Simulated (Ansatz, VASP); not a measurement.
PbSe: VASP beside Ansatz

```
CELL_PARAMETERS angstrom
0.00000 3.08762 3.08762
3.08762 0.00000 3.08762
3.08762 3.08762 0.00000
ATOMIC_POSITIONS crystal
Pb 0.00000 0.00000 0.00000
Se 0.50000 0.50000 0.50000
```

Alike in both runs: task single point; functional r2SCAN; k mesh 6 × 6 × 6; no spin polarisation.

|  | VASP | Ansatz |
| --- | --- | --- |
| version | VASP 6.6.1 | Ansatz 0.2.0 |
| potentials or method | VASP PAW PBE potentials, release 64 (Pb_d, Se), cutoff 520 eV | plane waves, PAW |
| occupations | gaussian, width 0.01 eV | fixed |
| valence electrons in the cell | 20 | 30 |

Ansatz gave:

* pressure (GPa): 0.0

Problem. Estimate VASP's values.

Solution. Pressure (GPa): 0.1.

VASP's potentials were made for PBE, not for r2SCAN. VASP's potentials hold 20 valence electrons a cell and Ansatz's 30, so a difference there can come from the potentials and not from the codes. Ansatz's warnings: stress scf threshold loose.

Spin-orbit coupling is off throughout.
